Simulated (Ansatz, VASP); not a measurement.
Nb: VASP beside Ansatz

```xyz
1
Lattice="-1.4546 1.6009 1.6273 1.6190 -1.9818 2.1726 1.2183 1.7455 -2.0082" Properties=species:S:1:pos:R:3 pbc="T T T"
Nb    0.0000    0.0000    0.0000
```

Alike in both runs: functional PBEsol; k mesh 7 × 6 × 7; occupations fermi-dirac, width 0.05 eV; no spin polarisation.

|  | VASP | Ansatz |
| --- | --- | --- |
| version | VASP 6.6.1 | Ansatz 0.2.0 |
| potentials or method | VASP PAW PBE potentials, release 64 (Nb_sv) | Ansatz PAW |
| plane-wave cutoff (eV) | 520 | 420 |
| valence electrons in the cell | 13 | 13 |
| task | single point | band structure |

|  | VASP | Ansatz | Ansatz less VASP |
| --- | --- | --- | --- |
| gap on the k mesh at the Fermi level (eV) | none | none | - |
| pressure (GPa) | 4.8 | 5.1 | +0.23 |
| traceless stress, the component that is largest in VASP (GPa) | 14.24 | 14.23 | -0.011 |

VASP's potentials were made for PBE, not for PBEsol. A gap of «none» marks a metal or a gap that the smearing closes. The functional is the same, so the differences come from potentials, cutoffs and numerics.

The k mesh is coarse, so the values compare programs but aren't converged.
